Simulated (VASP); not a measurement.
# BeTe (F-43m) in VASP: further runs

BeTe is run at these levels: PBE; tasks: single point.

Program: VASP 6.6.1. These are calculated values, not measurements. Logs are shortened: lines on timing, memory, paths and dates and some standing lists are left out, and cuts for length are marked.

### Step 1. The cell of the first run

The structure is cubic, space group F-43m (No. 216). The conventional cell has a = 5.427 Å, b = 5.427 Å, c = 5.427 Å, α = 90.00°, β = 90.00°, γ = 90.00°. Within 3.1 Å of Be (site symmetry -43m) lie 4 Te at 2.35 Å. Within 3.1 Å of Te (site symmetry -43m) lie 4 Be at 2.35 Å.

### Step 2. Single point, PBE (volume scaled by 0.88)

INCAR reads:

```
SYSTEM = BeTe
PREC = Accurate ; ENCUT = 600
EDIFF = 1E-6 ; ISMEAR = 0
SIGMA = 0.02 ; LREAL = .False.
LASPH = .True. ; NELM = 120
ALGO = Normal ; ISIF = 2
LWAVE = .False. ; LCHARG = .False.
GGA = PE ; NBANDS = 11
GGA_COMPAT = .False.
```

KPOINTS reads:

```
regular mesh
0
Gamma
  8 8 8
  0 0 0
```

POSCAR reads:

```
BeTe
1.0
    0.0000000000      2.7137398410      2.7137398410
    2.7137398410      0.0000000000      2.7137398410
    2.7137398410      2.7137398410      0.0000000000
Be Te
1 1
Direct
    0.0000000000      0.0000000000      0.0000000000
    0.2500000000      0.2500000000      0.2500000000
```

Potentials or basis: VASP PAW PBE potentials, release 64 (Be, Te).

Launch:

```console
> cat potpaw_PBE.64/Be/POTCAR potpaw_PBE.64/Te/POTCAR > POTCAR
> mpirun -np 1 vasp_std > vasp.out
```

OUTCAR:

```text
SYSTEM = BeTe
   PREC = Accurate
   ENCUT = 600
   EDIFF = 1E-6
   ISMEAR = 0
   LREAL = .False.
   LASPH = .True.
   NELM = 120
   ISIF = 2
   GGA = PE

 ion  position               nearest neighbor table
   1  0.000  0.000  0.000-   2 2.35   2 2.35   2 2.35   2 2.35
   2  0.250  0.250  0.250-   1 2.35   1 2.35   1 2.35   1 2.35

  LATTYP: Found a face centered cubic cell.
 ALAT       =     5.4274796820

  Lattice vectors:

 A1 = (   0.0000000000,   2.7137398410,   2.7137398410)
 A2 = (   2.7137398410,   0.0000000000,   2.7137398410)
 A3 = (   2.7137398410,   2.7137398410,   0.0000000000)

Analysis of symmetry for initial positions (statically):
=====================================================================
 Subroutine PRICEL returns:
 Original cell was already a primitive cell.

 Routine SETGRP: Setting up the symmetry group for a
 face centered cubic supercell.

 Subroutine GETGRP returns: Found 24 space group operations
 (whereof 24 operations were pure point group operations)
 out of a pool of 48 trial point group operations.

The static configuration has the point symmetry T_d .

Analysis of symmetry for dynamics (positions and initial velocities):
=====================================================================
 Subroutine PRICEL returns:
 Original cell was already a primitive cell.

 Routine SETGRP: Setting up the symmetry group for a
 face centered cubic supercell.

 Subroutine GETGRP returns: Found 24 space group operations
 (whereof 24 operations were pure point group operations)
 out of a pool of 48 trial point group operations.

The dynamic configuration has the point symmetry T_d .

 Subroutine INISYM returns: Found 24 space group operations
 (whereof 24 operations are pure point group operations),
 and found     1 'primitive' translations

----------------------------------------------------------------------------------------

                                     Primitive cell

  volume of cell :      39.9700

  direct lattice vectors                    reciprocal lattice vectors
     0.000000000  2.713739841  2.713739841    -0.184247581  0.184247581  0.184247581
     2.713739841  0.000000000  2.713739841     0.184247581 -0.184247581  0.184247581
     2.713739841  2.713739841  0.000000000     0.184247581  0.184247581 -0.184247581

  length of vectors
     3.837807688  3.837807688  3.837807688     0.319126171  0.319126171  0.319126171

  position of ions in fractional coordinates (direct lattice)
     0.000000000  0.000000000  0.000000000
     0.250000000  0.250000000  0.250000000

  ion indices of the primitive-cell ions
   primitive index   ion index
                 1           1
                 2           2

----------------------------------------------------------------------------------------

 KPOINTS: regular mesh

Automatic generation of k-mesh.
 Grid dimensions read from file:
 generate k-points for:    8    8    8

 Generating k-lattice:

  Cartesian coordinates                     Fractional coordinates (reciprocal lattice)
    -0.023030948  0.023030948  0.023030948     0.125000000  0.000000000  0.000000000
     0.023030948 -0.023030948  0.023030948     0.000000000  0.125000000  0.000000000
     0.023030948  0.023030948 -0.023030948     0.000000000  0.000000000  0.125000000

  Length of vectors
     0.039890771  0.039890771  0.039890771

  Shift w.r.t. Gamma in fractional coordinates (k-lattice)
     0.000000000  0.000000000  0.000000000

 Subroutine IBZKPT returns following result:
 ===========================================

 Found     29 irreducible k-points:

 Following reciprocal coordinates:
            Coordinates               Weight
  0.000000  0.000000  0.000000      1.000000
  0.125000  0.000000  0.000000      8.000000
  0.250000  0.000000  0.000000      8.000000
  0.375000  0.000000  0.000000      8.000000
  0.500000  0.000000  0.000000      4.000000
  0.125000  0.125000  0.000000      6.000000
[... 16 lines left out ...]
  0.500000  0.250000  0.125000     48.000000
 -0.375000  0.250000  0.125000     24.000000
 [... further k-points ...]
   k-points           NKPTS =     29   k-points in BZ     NKDIM =     29   number of bands    NBANDS=     11
   number of dos      NEDOS =    301   number of ions     NIONS =      2
   total plane-waves  NPLWV =  32768
   dimension x,y,z NGX =    32 NGY =   32 NGZ =   32
   dimension x,y,z NGXF=    64 NGYF=   64 NGZF=   64
   ions per type =               1   1
   NGX,Y,Z   is equivalent  to a cutoff of  13.86, 13.86, 13.86 a.u.
   NGXF,Y,Z  is equivalent  to a cutoff of  27.72, 27.72, 27.72 a.u.
 SYSTEM =  BeTe
   PREC   = accura    normal or accurate (medium, high low for compatibility)
   ISTART =      0    job   : 0-new  1-cont  2-samecut
   ICHARG =      2    charge: 1-file 2-atom 10-const
   ISPIN  =      1    spin polarized calculation?
   LNONCOLLINEAR =      F non collinear calculations
   LSORBIT =      F    spin-orbit coupling
   LASPH  =      T    aspherical Exc in radial PAW
   ENCUT  =  600.0 eV  44.10 Ry    6.64 a.u.   7.67  7.67  7.67*2*pi/ulx,y,z
   NELM   =    120;   NELMIN=  2; NELMDL= -5     # of ELM steps
   EDIFF  = 0.1E-05   stopping-criterion for ELM
   LREAL  =      F    real-space projection
   EDIFFG = 0.1E-04   stopping-criterion for IOM
   NSW    =      0    number of steps for IOM
   IBRION =     -1    ionic relax: 0-MD 1-quasi-New 2-CG
   NFREE  =      0    steps in history (QN), initial steepest desc. (CG)
   ISIF   =      2    stress and relaxation
   ISYM   =      2    0-nonsym 1-usesym 2-fastsym
   POTIM  = 0.5000    time-step for ionic-motion
   TEBEG  =    0.0;   TEEND  =   0.0 temperature during run
   PSTRESS=    0.0 pullay stress
   NELECT =       8.0000    total number of electrons
   NUPDOWN=      -1.0000    fix difference up-down
   EMIN   =  10.00;   EMAX   =-10.00  energy-range for DOS
   EFERMI =   0.00;   METHOD = LEGACY
   ISMEAR =     0;   SIGMA  =   0.02  broadening in eV -4-tet -1-fermi 0-gaus
   EFERMI_NEDOS =   21; number of points for ismear=-14 and -15
   IALGO  =     38    algorithm
   IMIX   =      4    mixing-type and parameters
     AMIX     =   0.40;   BMIX     =  1.00
     AMIX_MAG =   1.60;   BMIX_MAG =  1.00
  volume/ion in A,a.u.               =      19.99       134.87
  Fermi-wavevector in a.u.,A,eV,Ry     =   0.957620  1.809640 12.477038  0.917036
  Thomas-Fermi vector in A             =   2.086654
   LORBIT       =      0    0 simple, 1 ext, 2 COOP (PROOUT), +10 PAW based schemes
   GGA     = PE    functional components
   LHFCALC =     F    Hartree Fock is set to
   AEXX    =    0.0000 exact exchange contribution
   IVDW    =     0    specifies the selected vdW correction
   LEPSILON=     F    determine dielectric tensor
   LRPA    =     F    only Hartree local field effects (RPA)
 non-spin polarized calculation
 Gauss-broadening in eV      SIGMA  =   0.02
  energy-cutoff  :      600.00
  volume of cell :       39.97
 maximum number of plane-waves:      1363
   NGX = 15   NGY = 15   NGZ = 15

 number of electron       8.0000000 magnetization

 Free energy of the ion-electron system (eV)
  ---------------------------------------------------
  ext. energy  EPLUGINS =         0.00000000
  ---------------------------------------------------
  free energy    TOTEN  =        -7.47584871 eV

  energy without entropy =       -7.47584871  energy(sigma->0) =       -7.47584871

 E-fermi :   6.5229     XC(G=0):  -9.5109

 val. band max:        6.4148878431   @ k =   0.0000   0.0000   0.0000
 cond. band min:       8.0899436254   @ k =   0.5000   0.5000   0.0000
 fundamental gap:      1.6750557823
 Fermi energy:         6.5228768191

 k-point     1 :       0.0000    0.0000    0.0000
  band No.  band energies     occupation
      1      -6.6738      2.00000
      2       6.4149      2.00000
      3       6.4149      2.00000
      4       6.4149      2.00000
      5       9.9107      0.00000
      6       9.9107      0.00000
      7       9.9107      0.00000
      8      11.0872      0.00000
      9      14.8756      0.00000
     10      16.8895      0.00000
     11      16.8895      0.00000

 k-point     2 :       0.1250    0.0000    0.0000
  band No.  band energies     occupation
      1      -6.5013      2.00000
      2       4.9435      2.00000
      3       6.1251      2.00000
      4       6.1251      2.00000
      5      10.0925      0.00000
      6      10.3154      0.00000
      7      10.3154      0.00000
      8      12.2485      0.00000
      9      15.2892      0.00000
     10      15.8046      0.00000
     11      15.8046      0.00000

 k-point     3 :       0.2500    0.0000    0.0000
  band No.  band energies     occupation
      1      -6.0182      2.00000
      2       2.6890      2.00000
      3       5.6060      2.00000
      4       5.6060      2.00000
      5       9.9741      0.00000
      6      10.8969      0.00000
      7      10.8969      0.00000
      8      13.9757      0.00000
      9      15.5267      0.00000
     10      15.5267      0.00000
     11      15.6968      0.00000

 k-point     4 :       0.3750    0.0000    0.0000
  band No.  band energies     occupation
      1      -5.3806      2.00000
      2       0.8718      2.00000
      3       5.2178      2.00000
      4       5.2178      2.00000
      5       9.8445      0.00000
      6      10.9910      0.00000
      7      10.9910      0.00000
      8      14.2673      0.00000
      9      16.7267      0.00000
     10      16.7267      0.00000
     11      16.8093      0.00000

 k-point     5 :       0.5000    0.0000    0.0000
  band No.  band energies     occupation
      1      -5.0306      2.00000
      2       0.1166      2.00000
      3       5.0799      2.00000
      4       5.0799      2.00000
      5       9.7974      0.00000
      6      10.9345      0.00000
      7      10.9345      0.00000
      8      14.1530      0.00000
      9      17.8579      0.00000
     10      18.3350      0.00000
     11      18.3350      0.00000
[... 211 lines left out ...]
 k-point    21 :       0.5000    0.5000    0.0000
  band No.  band energies     occupation
      1      -4.4202      2.00000
      2       0.6674      2.00000
      3       3.3247      2.00000
      4       3.3247      2.00000
      5       8.0899      0.00000
      6       8.9002      0.00000
      7      16.8339      0.00000
      8      16.8339      0.00000
      9      18.6179      0.00000
     10      20.3485      0.00000
     11      20.3722      0.00000

 k-point    22 :       0.3750    0.2500    0.1250
  band No.  band energies     occupation
      1      -5.6136      2.00000
      2       2.4604      2.00000
      3       3.7715      2.00000
      4       4.9687      2.00000
      5       9.9324      0.00000
      6      11.6267      0.00000
      7      11.7203      0.00000
      8      12.9864      0.00000
      9      15.8672      0.00000
     10      17.4077      0.00000
     11      18.1008      0.00000

 k-point    23 :       0.5000    0.2500    0.1250
  band No.  band energies     occupation
      1      -5.0383      2.00000
      2       1.2081      2.00000
      3       3.1996      2.00000
      4       4.4255      2.00000
      5      10.4229      0.00000
      6      11.2104      0.00000
      7      12.5287      0.00000
      8      13.6383      0.00000
      9      16.5648      0.00000
     10      17.2456      0.00000
     11      19.1051      0.00000

 k-point    24 :      -0.3750    0.2500    0.1250
  band No.  band energies     occupation
      1      -4.7341      2.00000
      2       0.6019      2.00000
      3       3.0983      2.00000
      4       4.1593      2.00000
      5      10.5401      0.00000
      6      10.9398      0.00000
      7      13.4312      0.00000
      8      14.5212      0.00000
      9      15.1286      0.00000
     10      18.2654      0.00000
     11      18.7595      0.00000

 [... further k-points ...]

------------------------ aborting loop because EDIFF is reached ----------------------------------------

  FORCE on cell =-STRESS in cart. coord.  units (eV):
  Direction    XX          YY          ZZ          XY          YZ          ZX
  --------------------------------------------------------------------------------------
  -------------------------------------------------------------------------------------
  Total        2.3820515      2.3820515      2.3820515      0.0000000      0.0000000      0.0000000
  in kB       95.4832298     95.4832298     95.4832298      0.0000000      0.0000000      0.0000000
  external PRESSURE =      95.4832298 kB  Pullay stress =       0.0000000 kB

 VOLUME and BASIS-vectors are now :
 -----------------------------------------------------------------------------
  energy-cutoff  :      600.00
  volume of cell :       39.97
      direct lattice vectors                 reciprocal lattice vectors
     0.000000000  2.713739841  2.713739841    -0.184247581  0.184247581  0.184247581
     2.713739841  0.000000000  2.713739841     0.184247581 -0.184247581  0.184247581
     2.713739841  2.713739841  0.000000000     0.184247581  0.184247581 -0.184247581

 POSITION                                       TOTAL-FORCE (eV/Angst)
 -----------------------------------------------------------------------------------
      0.00000      0.00000      0.00000         0.000000      0.000000      0.000000
      1.35687      1.35687      1.35687        -0.000000     -0.000000     -0.000000
 -----------------------------------------------------------------------------------
    total drift:                                0.000000      0.000000      0.000000

  FREE ENERGIE OF THE ION-ELECTRON SYSTEM (eV)
  ---------------------------------------------------
  free  energy   TOTEN  =        -7.4758487064 eV

  energy  without entropy=       -7.4758487064  energy(sigma->0) =       -7.47584871
```

It took 28 s on 1 thread of AMD EPYC 7R13 (Zen 3), shared host; peak memory 0.15 GiB.

Results:

```
Free energy            : -7.4758 eV
Pressure               : 9.5 GPa
Band gap on the k mesh : 1.68 eV, indirect (least direct gap 3.50 eV)
```

Caveat: spin-orbit coupling is left out, which moves the levels of the heavy elements. A k mesh can miss the band edges.

### Step 3. Single point, PBE (volume scaled by 0.97)

INCAR reads:

```
PREC = Accurate
ENCUT = 600
EDIFF = 1E-6
ISMEAR = 0
SIGMA = 0.02
LREAL = F
LASPH = T
NELM = 120
ALGO = Normal
ISIF = 2
LWAVE = F
LCHARG = F
GGA = PE
NBANDS = 11
GGA_COMPAT = F
```

KPOINTS reads:

```
Automatic mesh
0
Gamma
  8 8 8
```

POSCAR reads:

```
BeTe
1.0
    0.0000000000      2.8032676465      2.8032676465
    2.8032676465      0.0000000000      2.8032676465
    2.8032676465      2.8032676465      0.0000000000
Be Te
1 1
Direct
    0.0000000000      0.0000000000      0.0000000000
    0.2500000000      0.2500000000      0.2500000000
```

Potentials or basis: VASP PAW PBE potentials, release 64 (Be, Te).

Launch:

```console
> cat potpaw_PBE.64/Be/POTCAR potpaw_PBE.64/Te/POTCAR > POTCAR
> mpirun -np 1 vasp_std > vasp.out
```

OUTCAR:

```text
PREC = Accurate
   ENCUT = 600
   EDIFF = 1E-6
   ISMEAR = 0
   LREAL = F
   LASPH = T
   NELM = 120
   ISIF = 2
   GGA = PE

 ion  position               nearest neighbor table
   1  0.000  0.000  0.000-   2 2.43   2 2.43   2 2.43   2 2.43
   2  0.250  0.250  0.250-   1 2.43   1 2.43   1 2.43   1 2.43

  LATTYP: Found a face centered cubic cell.
 ALAT       =     5.6065352930

  Lattice vectors:

 A1 = (   0.0000000000,   2.8032676465,   2.8032676465)
[... 522 lines left out ...]
------------------------ aborting loop because EDIFF is reached ----------------------------------------

  FORCE on cell =-STRESS in cart. coord.  units (eV):
  Direction    XX          YY          ZZ          XY          YZ          ZX
  --------------------------------------------------------------------------------------
  -------------------------------------------------------------------------------------
  Total        0.5457702      0.5457702      0.5457702     -0.0000000      0.0000000      0.0000000
  in kB       19.8470856     19.8470856     19.8470856     -0.0000000      0.0000000      0.0000000
  external PRESSURE =      19.8470856 kB  Pullay stress =       0.0000000 kB

 VOLUME and BASIS-vectors are now :
 -----------------------------------------------------------------------------
  energy-cutoff  :      600.00
  volume of cell :       44.06
      direct lattice vectors                 reciprocal lattice vectors
     0.000000000  2.803267647  2.803267647    -0.178363276  0.178363276  0.178363276
     2.803267647  0.000000000  2.803267647     0.178363276 -0.178363276  0.178363276
     2.803267647  2.803267647  0.000000000     0.178363276  0.178363276 -0.178363276

 POSITION                                       TOTAL-FORCE (eV/Angst)
 -----------------------------------------------------------------------------------
      0.00000      0.00000      0.00000         0.000000      0.000000     -0.000000
      1.40163      1.40163      1.40163        -0.000000     -0.000000      0.000000
 -----------------------------------------------------------------------------------
    total drift:                                0.000000      0.000000      0.000000

  FREE ENERGIE OF THE ION-ELECTRON SYSTEM (eV)
  ---------------------------------------------------
  free  energy   TOTEN  =        -7.6156458519 eV

  energy  without entropy=       -7.6156458519  energy(sigma->0) =       -7.61564585
```

stdout:

```text
POSCAR found type information on POSCAR BeTe
 POSCAR found :  2 types and       2 ions
 scaLAPACK will be used
 LDA part: xc-table for (Slater+PW92), standard interpolation
 POSCAR, INCAR and KPOINTS ok, starting setup
 FFT: planning ... GRIDC
 FFT: planning ... GRID_SOFT
 FFT: planning ... GRID
 WAVECAR not read
 entering main loop
```

It took 24 s on 1 thread of AMD EPYC 7R13 (Zen 3), shared host; peak memory 0.15 GiB.

What came out:

```
Free energy            : -7.6156 eV
Pressure               : 2.0 GPa
Band gap on the k mesh : 1.94 eV, indirect (least direct gap 3.60 eV)
```

Levels at points of the mesh, in eV from the valence-band top:
| k point | band 1 | band 2 | band 3 | band 4 | band 5 | band 6 | band 7 | band 8 | band 9 |
| --- | --- | --- | --- | --- | --- | --- | --- | --- | --- |
| (0.00, 0.00, 0.00) | -12.39 | 0.00 | 0.00 | 0.00 | 3.60 | 3.60 | 3.60 | 3.92 | 8.34 |
| (0.50, 0.00, 0.00) | -11.01 | -5.63 | -1.16 | -1.16 | 3.11 | 4.58 | 4.58 | 7.81 | 11.00 |
| (0.50, 0.50, 0.00) | -10.50 | -5.19 | -2.70 | -2.70 | 1.94 | 2.65 | 9.79 | 9.79 | 11.63 |

Caveat: spin-orbit coupling is left out, which moves the levels of the heavy elements.
